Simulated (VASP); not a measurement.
# CaS (Oldhamite) (Fm-3m) in VASP: further runs

CaS (Oldhamite) is run at these levels: RPBE; tasks: single point.

Everything below comes from runs of VASP 6.6.1. Logs are shortened: lines on timing, memory, paths and dates and some standing lists are left out, and cuts for length are marked.

## Step 1: The cell of the first run

Symmetry: Fm-3m, No. 225, cubic system. The conventional cell has a = 5.648 Å, b = 5.648 Å, c = 5.648 Å, α = 90.00°, β = 90.00°, γ = 90.00°. Within 3.7 Å of Ca (site symmetry m-3m) lie 6 S at 2.82 Å. Within 3.7 Å of S (site symmetry m-3m) lie 6 Ca at 2.82 Å.

## Step 2: Single point, RPBE

Contents of INCAR:

```
SYSTEM = CaS
PREC = Accurate
ENCUT = 500
EDIFF = 1E-6
ISMEAR = 0
SIGMA = 0.01
LREAL = .FALSE.
LASPH = .TRUE.
NELM = 120
ALGO = Normal
ISIF = 2
LWAVE = .FALSE.
LCHARG = .FALSE.
GGA = RP
NBANDS = 15
GGA_COMPAT = .FALSE.
```

Contents of KPOINTS:

```
Automatic mesh
0
G
  5 5 5
  0 0 0
```

Contents of POSCAR:

```
CaS
1.0
    0.0000000000      2.8239188882      2.8239188882
    2.8239188882      0.0000000000      2.8239188882
    2.8239188882      2.8239188882      0.0000000000
Ca S
1 1
Direct
    0.0000000000      0.0000000000      0.0000000000
    0.5000000000      0.5000000000      0.5000000000
```

Potentials or basis: VASP PAW PBE potentials, release 64 (Ca_sv, S).

On the command line:

```bash
$ cat potpaw_PBE.64/Ca_sv/POTCAR potpaw_PBE.64/S/POTCAR > POTCAR
$ mpirun -np 1 vasp_std > vasp.out
```

OUTCAR:

```text
SYSTEM = CaS
   PREC = Accurate
   ENCUT = 500
   EDIFF = 1E-6
   ISMEAR = 0
   LREAL = .FALSE.
   LASPH = .TRUE.
   NELM = 120
   ISIF = 2
   GGA = RP

 ion  position               nearest neighbor table
   1  0.000  0.000  0.000-   2 2.82   2 2.82   2 2.82   2 2.82   2 2.82   2 2.82
   2  0.500  0.500  0.500-   1 2.82   1 2.82   1 2.82   1 2.82   1 2.82   1 2.82

  LATTYP: Found a face centered cubic cell.
 ALAT       =     5.6478377764

  Lattice vectors:

 A1 = (   0.0000000000,   2.8239188882,   2.8239188882)
 A2 = (   2.8239188882,   0.0000000000,   2.8239188882)
 A3 = (   2.8239188882,   2.8239188882,   0.0000000000)

Analysis of symmetry for initial positions (statically):
=====================================================================
 Subroutine PRICEL returns:
 Original cell was already a primitive cell.

 Routine SETGRP: Setting up the symmetry group for a
 face centered cubic supercell.

 Subroutine GETGRP returns: Found 48 space group operations
 (whereof 48 operations were pure point group operations)
 out of a pool of 48 trial point group operations.

The static configuration has the point symmetry O_h .

Analysis of symmetry for dynamics (positions and initial velocities):
=====================================================================
 Subroutine PRICEL returns:
 Original cell was already a primitive cell.

 Routine SETGRP: Setting up the symmetry group for a
 face centered cubic supercell.

 Subroutine GETGRP returns: Found 48 space group operations
 (whereof 48 operations were pure point group operations)
 out of a pool of 48 trial point group operations.

The dynamic configuration has the point symmetry O_h .

 Subroutine INISYM returns: Found 48 space group operations
 (whereof 48 operations are pure point group operations),
 and found     1 'primitive' translations

----------------------------------------------------------------------------------------

                                     Primitive cell

  volume of cell :      45.0388

  direct lattice vectors                    reciprocal lattice vectors
     0.000000000  2.823918888  2.823918888    -0.177058910  0.177058910  0.177058910
     2.823918888  0.000000000  2.823918888     0.177058910 -0.177058910  0.177058910
     2.823918888  2.823918888  0.000000000     0.177058910  0.177058910 -0.177058910

  length of vectors
     3.993624391  3.993624391  3.993624391     0.306675028  0.306675028  0.306675028

  position of ions in fractional coordinates (direct lattice)
     0.000000000  0.000000000  0.000000000
     0.500000000  0.500000000  0.500000000

  ion indices of the primitive-cell ions
   primitive index   ion index
                 1           1
                 2           2

----------------------------------------------------------------------------------------

 KPOINTS: Automatic mesh

Automatic generation of k-mesh.
 Grid dimensions read from file:
 generate k-points for:    5    5    5

 Generating k-lattice:

  Cartesian coordinates                     Fractional coordinates (reciprocal lattice)
    -0.035411782  0.035411782  0.035411782     0.200000000  0.000000000  0.000000000
     0.035411782 -0.035411782  0.035411782     0.000000000  0.200000000  0.000000000
     0.035411782  0.035411782 -0.035411782     0.000000000  0.000000000  0.200000000

  Length of vectors
     0.061335006  0.061335006  0.061335006

  Shift w.r.t. Gamma in fractional coordinates (k-lattice)
     0.000000000  0.000000000  0.000000000

 Subroutine IBZKPT returns following result:
 ===========================================

 Found     10 irreducible k-points:

 Following reciprocal coordinates:
            Coordinates               Weight
  0.000000  0.000000  0.000000      1.000000
  0.200000  0.000000  0.000000      8.000000
  0.400000  0.000000  0.000000      8.000000
  0.200000  0.200000  0.000000      6.000000
  0.400000  0.200000  0.000000     24.000000
 -0.400000  0.200000  0.000000     24.000000
 -0.200000  0.200000  0.000000     12.000000
  0.400000  0.400000  0.000000      6.000000
 -0.400000  0.400000  0.000000     12.000000
 -0.400000  0.400000  0.200000     24.000000
   k-points           NKPTS =     10   k-points in BZ     NKDIM =     10   number of bands    NBANDS=     15
   number of dos      NEDOS =    301   number of ions     NIONS =      2
   total plane-waves  NPLWV =  27000
   dimension x,y,z NGX =    30 NGY =   30 NGZ =   30
   dimension x,y,z NGXF=    60 NGYF=   60 NGZF=   60
   ions per type =               1   1
   NGX,Y,Z   is equivalent  to a cutoff of  12.49, 12.49, 12.49 a.u.
   NGXF,Y,Z  is equivalent  to a cutoff of  24.98, 24.98, 24.98 a.u.
 SYSTEM =  CaS
   PREC   = accura    normal or accurate (medium, high low for compatibility)
   ISTART =      0    job   : 0-new  1-cont  2-samecut
   ICHARG =      2    charge: 1-file 2-atom 10-const
   ISPIN  =      1    spin polarized calculation?
   LNONCOLLINEAR =      F non collinear calculations
   LSORBIT =      F    spin-orbit coupling
   LASPH  =      T    aspherical Exc in radial PAW
   ENCUT  =  500.0 eV  36.75 Ry    6.06 a.u.   7.28  7.28  7.28*2*pi/ulx,y,z
   NELM   =    120;   NELMIN=  2; NELMDL= -5     # of ELM steps
   EDIFF  = 0.1E-05   stopping-criterion for ELM
   LREAL  =      F    real-space projection
   EDIFFG = 0.1E-04   stopping-criterion for IOM
   NSW    =      0    number of steps for IOM
   IBRION =     -1    ionic relax: 0-MD 1-quasi-New 2-CG
   NFREE  =      0    steps in history (QN), initial steepest desc. (CG)
   ISIF   =      2    stress and relaxation
   ISYM   =      2    0-nonsym 1-usesym 2-fastsym
   POTIM  = 0.5000    time-step for ionic-motion
   TEBEG  =    0.0;   TEEND  =   0.0 temperature during run
   PSTRESS=    0.0 pullay stress
   NELECT =      16.0000    total number of electrons
   NUPDOWN=      -1.0000    fix difference up-down
   EMIN   =  10.00;   EMAX   =-10.00  energy-range for DOS
   EFERMI =   0.00;   METHOD = LEGACY
   ISMEAR =     0;   SIGMA  =   0.01  broadening in eV -4-tet -1-fermi 0-gaus
   EFERMI_NEDOS =   21; number of points for ismear=-14 and -15
   IALGO  =     38    algorithm
   IMIX   =      4    mixing-type and parameters
     AMIX     =   0.40;   BMIX     =  1.00
     AMIX_MAG =   1.60;   BMIX_MAG =  1.00
  volume/ion in A,a.u.               =      22.52       151.97
  Fermi-wavevector in a.u.,A,eV,Ry     =   1.159452  2.191046 18.290692  1.344328
  Thomas-Fermi vector in A             =   2.296044
   LORBIT       =      0    0 simple, 1 ext, 2 COOP (PROOUT), +10 PAW based schemes
   GGA     = RP    functional components
   LHFCALC =     F    Hartree Fock is set to
   AEXX    =    0.0000 exact exchange contribution
   IVDW    =     0    specifies the selected vdW correction
   LEPSILON=     F    determine dielectric tensor
   LRPA    =     F    only Hartree local field effects (RPA)
 non-spin polarized calculation
 Gauss-broadening in eV      SIGMA  =   0.01
  energy-cutoff  :      500.00
  volume of cell :       45.04
 maximum number of plane-waves:      1167
 NGX is ok and might be reduce to    30
   NGX = 15   NGY = 15   NGZ = 15

 number of electron      16.0000001 magnetization

 Free energy of the ion-electron system (eV)
  ---------------------------------------------------
  ext. energy  EPLUGINS =         0.00000000
  ---------------------------------------------------
  free energy    TOTEN  =        -9.74238394 eV

  energy without entropy =       -9.74238394  energy(sigma->0) =       -9.74238394

 E-fermi :   3.0922     XC(G=0):  -9.2220

 val. band max:        3.0125203658   @ k =   0.0000   0.0000   0.0000
 cond. band min:       5.5614081169   @ k =   0.4000   0.4000   0.0000
 fundamental gap:      2.5488877512
 Fermi energy:         3.0921816518

 k-point     1 :       0.0000    0.0000    0.0000
  band No.  band energies     occupation
      1     -36.2147      2.00000
      2     -17.1363      2.00000
      3     -17.1363      2.00000
      4     -17.1363      2.00000
      5      -8.3795      2.00000
      6       3.0125      2.00000
      7       3.0125      2.00000
      8       3.0125      2.00000
      9       7.2706      0.00000
     10       7.2706      0.00000
     11       7.2706      0.00000
     12       7.5060      0.00000
     13       7.8433      0.00000
     14       7.8433      0.00000
     15      14.0998      0.00000

 k-point     2 :       0.2000    0.0000    0.0000
  band No.  band energies     occupation
      1     -36.2104      2.00000
      2     -17.2008      2.00000
      3     -17.1412      2.00000
      4     -17.1412      2.00000
      5      -8.1073      2.00000
      6       1.6513      2.00000
      7       2.5083      2.00000
      8       2.5083      2.00000
      9       7.3507      0.00000
     10       7.8260      0.00000
     11       7.8260      0.00000
     12       8.8513      0.00000
     13       8.8513      0.00000
     14       9.0711      0.00000
     15      13.8999      0.00000

 k-point     3 :       0.4000    0.0000    0.0000
  band No.  band energies     occupation
      1     -36.2033      2.00000
      2     -17.3014      2.00000
      3     -17.1489      2.00000
      4     -17.1489      2.00000
      5      -7.6180      2.00000
      6       0.1158      2.00000
      7       1.9074      2.00000
      8       1.9074      2.00000
      9       8.0132      0.00000
     10       9.0450      0.00000
     11       9.0450      0.00000
     12       9.7032      0.00000
     13      10.7434      0.00000
     14      10.7434      0.00000
     15      12.7813      0.00000
[... 91 lines left out ...]
 k-point     9 :      -0.4000    0.4000    0.0000
  band No.  band energies     occupation
      1     -36.1983      2.00000
      2     -17.2535      2.00000
      3     -17.2185      2.00000
      4     -17.1796      2.00000
      5      -7.6556      2.00000
      6       0.8706      2.00000
      7       1.3991      2.00000
      8       2.0332      2.00000
      9       6.3749      0.00000
     10       9.3867      0.00000
     11       9.6631      0.00000
     12       9.6953      0.00000
     13       9.7398      0.00000
     14      10.3724      0.00000
     15      13.1631      0.00000

 k-point    10 :      -0.4000    0.4000    0.2000
  band No.  band energies     occupation
      1     -36.1991      2.00000
      2     -17.2543      2.00000
      3     -17.2103      2.00000
      4     -17.1806      2.00000
      5      -7.6212      2.00000
      6       0.7541      2.00000
      7       1.4975      2.00000
      8       1.7001      2.00000
      9       7.3326      0.00000
     10       8.7624      0.00000
     11       9.1200      0.00000
     12       9.8410      0.00000
     13      10.0959      0.00000
     14      11.6308      0.00000
     15      12.5878      0.00000

------------------------ aborting loop because EDIFF is reached ----------------------------------------

  FORCE on cell =-STRESS in cart. coord.  units (eV):
  Direction    XX          YY          ZZ          XY          YZ          ZX
  --------------------------------------------------------------------------------------
  -------------------------------------------------------------------------------------
  Total        1.2803722      1.2803722      1.2803722      0.0000000      0.0000000     -0.0000000
  in kB       45.5470419     45.5470419     45.5470419      0.0000000      0.0000000     -0.0000000
  external PRESSURE =      45.5470419 kB  Pullay stress =       0.0000000 kB

 VOLUME and BASIS-vectors are now :
 -----------------------------------------------------------------------------
  energy-cutoff  :      500.00
  volume of cell :       45.04
      direct lattice vectors                 reciprocal lattice vectors
     0.000000000  2.823918888  2.823918888    -0.177058910  0.177058910  0.177058910
     2.823918888  0.000000000  2.823918888     0.177058910 -0.177058910  0.177058910
     2.823918888  2.823918888  0.000000000     0.177058910  0.177058910 -0.177058910

 POSITION                                       TOTAL-FORCE (eV/Angst)
 -----------------------------------------------------------------------------------
      0.00000      0.00000      0.00000         0.000000      0.000000      0.000000
      2.82392      2.82392      2.82392        -0.000000     -0.000000     -0.000000
 -----------------------------------------------------------------------------------
    total drift:                               -0.000000      0.000000      0.000000

  FREE ENERGIE OF THE ION-ELECTRON SYSTEM (eV)
  ---------------------------------------------------
  free  energy   TOTEN  =        -9.7423839450 eV

  energy  without entropy=       -9.7423839450  energy(sigma->0) =       -9.74238394
```

Run time: 8.6 s. Hardware: 1 thread of Intel Xeon Platinum 8488C (Sapphire Rapids), shared host; peak memory 0.16 GiB.

What came out:

| Quantity | Value |
| --- | --- |
| Free energy | -9.7424 eV |
| Pressure | 4.6 GPa |
| Band gap on the k mesh | 2.55 eV, indirect (least direct gap 3.32 eV) |

Levels at points of the mesh, in eV from the valence-band top:
| k point | band 4 | band 5 | band 6 | band 7 | band 8 | band 9 | band 10 | band 11 | band 12 | band 13 |
| --- | --- | --- | --- | --- | --- | --- | --- | --- | --- | --- |
| (0.00, 0.00, 0.00) | -20.15 | -11.39 | 0.00 | 0.00 | 0.00 | 4.26 | 4.26 | 4.26 | 4.49 | 4.83 |

Caveat: the PAW data sets were made with another functional, which shifts forces and pressure a little.

(Continued in part 2 of 2.)
